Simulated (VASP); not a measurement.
Wanted: the native input for a VASP 6.6.1 run.

* Task: single point
* Functional: RPBE
* Dispersion: D4
* Potentials or basis: VASP PAW PBE potentials, release 64 (Mg, B)
* Cutoff: 520 eV
* k mesh: 8 × 8 × 6
* Occupations: gaussian, width 0.05 eV
* Spin: no spin polarisation
* Dipole correction: no
* Further INCAR settings: ALGO = Normal; EDIFF = 1e-07; NBANDS = 11

The structure of MgB2 lies in POSCAR:

```
MgB2
1.0
    3.0950536106      0.0000000000      0.0000000000
   -1.5475268053      2.6803950529      0.0000000000
    0.0000000000      0.0000000000      3.5001467760
Mg B
1 2
Direct
    0.0000000000      0.0000000000      0.0000000000
    0.3333333333      0.6666666667      0.5000000000
    0.6666666667      0.3333333333      0.5000000000
```

The input as run:

INCAR

```
PREC = Accurate
ENCUT = 520
EDIFF = 1E-7
ISMEAR = 0
SIGMA = 0.05
LREAL = False
LASPH = True
NELM = 80
ALGO = Normal
ISIF = 2
LWAVE = False
LCHARG = False
GGA = RP
IVDW = 13
NBANDS = 11
```

KPOINTS

```
regular mesh
0
Gamma
  8 8 6
```

Potentials or basis: VASP PAW PBE potentials, release 64 (Mg, B).

Command:

```console
$ cat potpaw_PBE.64/Mg/POTCAR potpaw_PBE.64/B/POTCAR > POTCAR
$ mpirun -np 1 vasp_std > vasp.out
```

It gave:

| Quantity | Value |
| --- | --- |
| Pressure | -7.0 GPa |
| Band gap on the k mesh | zero (bands 4 and 5 overlap by 2.62 eV) |
| Dispersion energy per atom | -0.468 eV |

Caveat: the cell stands under tension; the PAW data sets were made with another functional, which shifts forces and pressure a little.

It took 14 s on 1 thread of Intel(R) Xeon(R) Platinum 8375C CPU @ 2.90GHz (Ice Lake), with other jobs on the host, peak memory 0.15 GiB.
